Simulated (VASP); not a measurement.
Set up this calculation in VASP 6.6.1, as the native input.

- Task: relaxation of cell and atoms
- Functional: PBE
- Potentials or basis: VASP PAW PBE potentials, release 64 (Y_sv, Mg, O)
- Cutoff: 600 eV
- k mesh: 6 × 6 × 6
- Occupations: gaussian, width 0.1 eV
- Spin: no spin polarisation
- Dipole correction: no
- Further INCAR settings: ALGO = Normal; EDIFF = 1e-06; IBRION = 2; EDIFFG = -0.04; NSW = 90; ISIF = 3

The structure of YMg2O2 lies in POSCAR:

```
YMg2O2
1.0
   -1.9644827300      1.9644827300      4.7882435100
    1.9644827300     -1.9644827300      4.7882435100
    1.9644827300      1.9644827300     -4.7882435100
Y Mg O
1 2 2
Direct
    0.0000000000      0.0000000000      0.0000000000
    0.3779999900      0.3779999900      0.0000000000
    0.6220000100      0.6220000100      0.0000000000
    0.7500000000      0.2500000000      0.5000000000
    0.2500000000      0.7500000000      0.5000000000
```

The cell was generated, and may not be a known phase.

The input as run:

INCAR

```
SYSTEM = YMg2O2
  ALGO = Normal
  EDIFF = 1E-6
  EDIFFG = -0.04
  ENCUT = 600
  GGA = PE
  IBRION = 2
  ISIF = 3
  ISMEAR = 0
  LASPH = .TRUE.
  LCHARG = .FALSE.
  LREAL = .FALSE.
  LWAVE = .FALSE.
  NELM = 60
  NSW = 90
  PREC = Accurate
  SIGMA = 0.1
```

KPOINTS

```
k-points
0
G
  6 6 6
  0 0 0
```

Potentials or basis: VASP PAW PBE potentials, release 64 (Y_sv, Mg, O).

Command:

```sh
$ cat potpaw_PBE.64/Y_sv/POTCAR potpaw_PBE.64/Mg/POTCAR potpaw_PBE.64/O/POTCAR > POTCAR
$ mpirun -np 1 vasp_std > vasp.out
```

It gave:

| Property | Result |
| --- | --- |
| Relaxed volume | 14.35 Å³/atom |
| Relaxed cell | a = 5.485 Å, b = 5.485 Å, c = 5.485 Å, α = 138.48°, β = 138.48°, γ = 60.17° |
| Space group after relaxing (to 0.1 Å) | I4/mmm (No. 139) |
| Energy gained by relaxing | 560.7 meV/atom |
| Ionic steps | 10 |
| Pressure after relaxing | -0.2 GPa |
| Largest force after relaxing | 0.006 eV/Å |
| Band gap on the k mesh | zero (an odd number of electrons rules out a gap without spin polarisation) |

It took 7.6 min on 1 thread of AMD EPYC 9R14 (Zen 4), on a shared host, peak memory 0.37 GiB.
